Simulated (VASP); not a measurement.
# Si: single point with LDA

The system is Si.

```
Si
1.0
     0.00000    0.00000   -2.61060
    -2.38242   -2.38242   -1.30530
   -10.94388   10.94388    0.00000
Si
8
Direct
  0.50000 0.50000 0.05442
  0.00000 0.50000 0.70751
  0.50000 0.50000 0.48981
  0.00000 0.50000 0.27212
  0.00000 0.00000 0.16327
  0.50000 0.00000 0.81635
  0.00000 0.00000 0.59866
  0.50000 0.00000 0.38096
```

This cell differs from its parent crystal: the distance across one plane changed.

```yaml
Program: VASP 6.6.1
Task: single point
Functional: LDA
Potentials_or_basis: VASP PAW LDA potentials, release 64 (Si)
Cutoff: 520 eV
k_mesh: 24 × 17 × 5
Occupations: gaussian, width 0.15 eV
Spin: no spin polarisation
Dipole_correction: no
Further_INCAR_settings: ALGO = Fast; EDIFF = 1e-06; NBANDS = 26
```

```
Pressure               : -2.7 GPa
Largest force          : 0.480 eV/Å
Band gap on the k mesh : zero (bands 16 and 17 overlap by 3.51 eV)
```

Forces in eV/Å, atoms in the order of the input:
```
Si  -0.022  0.022  0.000
Si  -0.339  0.339  0.000
Si   0.009 -0.009  0.000
Si  -0.057  0.057  0.000
Si   0.339 -0.339  0.000
Si   0.022 -0.022  0.000
Si   0.057 -0.057  0.000
Si  -0.009  0.009  0.000
```

Stress tensor (GPa, compression positive):
```
-1.97 -0.80  0.39
-0.80 -1.97  0.39
 0.39  0.39 -4.05
```

Levels at points of the mesh, in eV from the Fermi level:
```
           k point  band 14  band 15  band 16  band 17  band 18  band 19
(0.00, 0.00, 0.00)     0.08     0.12     1.36     1.42     2.37     2.67
(0.50, 0.00, 0.00)    -2.05    -1.99    -1.22    -0.90    -0.45     0.36
```

It took 41 min on 1 thread of Oxide Virtual Turin-like Processor, with other jobs on the host, peak memory 1.2 GiB.

Caveat: the cell differs from its parent crystal (the distance across one plane changed).
